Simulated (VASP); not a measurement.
Wanted: the native input for a VASP 6.6.1 run.

```yaml
Task: single point
Functional: PBE
Potentials_or_basis: VASP PAW PBE potentials, release 64 (Sc_sv)
Cutoff: 520 eV
k_mesh: 16 × 16 × 16
Occupations: fermi-dirac, width 0.05 eV
Spin: no spin polarisation
Dipole_correction: no
Further_INCAR_settings: ALGO = Normal; EDIFF = 1e-06; NBANDS = 12
```

The structure of Sc lies in POSCAR:

```
Sc
1.0
   -1.6332016422      1.6332016422      1.6332016422
    1.6332016422     -1.6332016422      1.6332016422
    1.6332016422      1.6332016422     -1.6332016422
Sc
1
Direct
    0.0000000000      0.0000000000      0.0000000000
```

This cell differs from its parent crystal: volume scaled by 0.7.

The input as run:

INCAR

```
SYSTEM = Sc
PREC = Accurate
ENCUT = 520
EDIFF = 1E-6
ISMEAR = -1
SIGMA = 0.05
LREAL = .False.
LASPH = .True.
NELM = 60
ALGO = Normal
ISIF = 2
LWAVE = .False.
LCHARG = .False.
GGA = PE
NBANDS = 12
```

KPOINTS

```
regular mesh
0
Gamma
  16 16 16
  0 0 0
```

Potentials or basis: VASP PAW PBE potentials, release 64 (Sc_sv).

Command:

```sh
$ cat potpaw_PBE.64/Sc_sv/POTCAR > POTCAR
$ mpirun -np 1 vasp_std > vasp.out
```

It gave:

```
Pressure : 32.3 GPa
```

Wall time 15 s on 1 thread of Intel(R) Xeon(R) Platinum 8488C (Sapphire Rapids), with other jobs on the host, peak memory 0.16 GiB.
